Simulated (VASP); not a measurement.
## Na: single point with revPBE

The system is Na.

```
Na
1.0
    -4.55611    4.56481    1.87901
     4.56481   -4.55611    1.87901
     2.39393    2.39393   -1.86307
Na
2
Direct
  0.00012 0.99988 0.00000
  0.74988 0.25012 0.50000
```

* Program: VASP 6.6.1
* Task: single point
* Functional: revPBE
* Potentials or basis: VASP PAW PBE potentials, release 64 (Na_pv)
* Cutoff: 520 eV
* k mesh: 11 × 11 × 11
* Occupations: fermi-dirac, width 0.1 eV
* Spin: no spin polarisation
* Dipole correction: no
* Further INCAR settings: ALGO = Normal; EDIFF = 1e-06; NBANDS = 14

```json
{"Pressure": "-0.2 GPa", "Band gap on the k mesh": "zero (bands 7 and 8 overlap by 3.63 eV)"}
```

Stress tensor (GPa, compression positive):
```
-0.20  0.05 -0.01
 0.05 -0.20 -0.01
-0.01 -0.01 -0.31
```

Levels at points of the mesh, in eV from the Fermi level:
```csv
k point,band 5,band 6,band 7,band 8,band 9,band 10
"(0.00, 0.00, 0.00)",-25.02,-25.02,-3.07,0.39,0.72,9.30
```

Wall time 2.3 min on 1 thread of Intel(R) Xeon(R) 6975P-C (Granite Rapids), with other jobs on the host, peak memory 0.47 GiB.

Caveat: the PAW data sets were made with another functional, which shifts forces and pressure a little.
